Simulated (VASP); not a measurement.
Mo3H:

```
CELL_PARAMETERS angstrom
2.88844 0.00000 0.00000
-1.44422 2.50146 0.00000
0.00000 0.00000 7.32425
ATOMIC_POSITIONS crystal
H 0.00000 0.00000 0.50000
Mo 0.66667 0.33333 0.67000
Mo 0.33333 0.66667 0.33000
Mo 0.00000 0.00000 0.00000
```

- Program: VASP 6.6.1
- Task: relaxation of cell and atoms
- Functional: PBE
- Potentials or basis: VASP PAW PBE potentials, release 64 (H, Mo_sv)
- Cutoff: 600 eV
- k mesh: 8 × 8 × 3
- Occupations: gaussian, width 0.2 eV
- Spin: no spin polarisation

At the start: pressure -11.7 GPa; volume 13.23 Å³/atom.

Question: How do energy, volume and symmetry change on relaxing?

Answer: Over 6 steps the energy falls by 34.0 meV/atom and the volume is 12.50 Å³/atom (-5.5 %); space group P-3m1 (No. 164, to 0.1 Å) before and after.

Step by step:
| step | energy change (eV) | largest force (eV/Å) | pressure (GPa) | volume (Å³) |
| --- | --- | --- | --- | --- |
| 1 | 0.0000 | 0.2091 | -11.71 | 52.92 |
| 2 | 0.2076 | 0.2637 | 26.66 | 45.85 |
| 3 | -0.1124 | 0.2348 | 0.08 | 50.15 |
| 4 | -0.1125 | 0.2352 | 0.40 | 50.09 |
| 5 | -0.1273 | 0.0976 | 0.30 | 50.06 |
| 6 | -0.1360 | 0.0417 | 0.38 | 50.01 |

Final structure:
```
CELL_PARAMETERS angstrom
2.87825 0.00000 0.00000
-1.43912 2.49264 0.00000
0.00000 0.00000 6.97110
ATOMIC_POSITIONS crystal
H 0.00000 0.00000 0.50000
Mo 0.66667 0.33333 0.67420
Mo 0.33333 0.66667 0.32580
Mo 0.00000 0.00000 0.00000
```

Caveat: the relaxation stopped at a loose force limit of 0.08 eV/Å, so its end isn't a converged minimum.
